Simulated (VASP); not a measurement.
The system is ScAl3.

```
CELL_PARAMETERS angstrom
0.00000 3.14670 3.14670
3.14670 0.00000 3.14670
3.14670 3.14670 0.00000
ATOMIC_POSITIONS crystal
Sc 0.00000 0.00000 0.00000
Al 0.50000 0.50000 0.50000
Al 0.25000 0.25000 0.25000
Al 0.75000 0.75000 0.75000
```

| Item | Value |
| --- | --- |
| Program | VASP 6.6.1 |
| Task | relaxation of cell and atoms |
| Functional | PBE |
| Potentials or basis | VASP PAW PBE potentials, release 64 (Sc_sv, Al) |
| Cutoff | 600 eV |
| k mesh | 6 × 6 × 6 |
| Occupations | gaussian, width 0.1 eV |
| Spin | no spin polarisation |

At the start: pressure 13.8 GPa; volume 15.58 Å³/atom.

Problem. Where does the relaxation end?

Solution. Over 3 steps the energy falls by 93.0 meV/atom and the volume is 18.01 Å³/atom (+15.6 %); space group Fm-3m (No. 225, to 0.05 Å).

The path:
```tsv
step	energy change (eV)	largest force (eV/Å)	pressure (GPa)	volume (Å³)
1	0.0000	0.0000	13.79	62.32
2	-0.3451	0.0000	-2.72	75.20
3	-0.3722	0.0000	0.08	72.02
```

Final structure:
```
Sc Al
1.0
     0.00000    3.30231    3.30231
     3.30231    0.00000    3.30231
     3.30231    3.30231    0.00000
Sc Al
1 3
Cartesian
  0.0000 0.0000 0.0000
  3.3023 3.3023 3.3023
  1.6512 1.6512 1.6512
  4.9535 4.9535 4.9535
```

Caveat: the volume moved by over 15 % at a fixed basis, so the end points are rough.
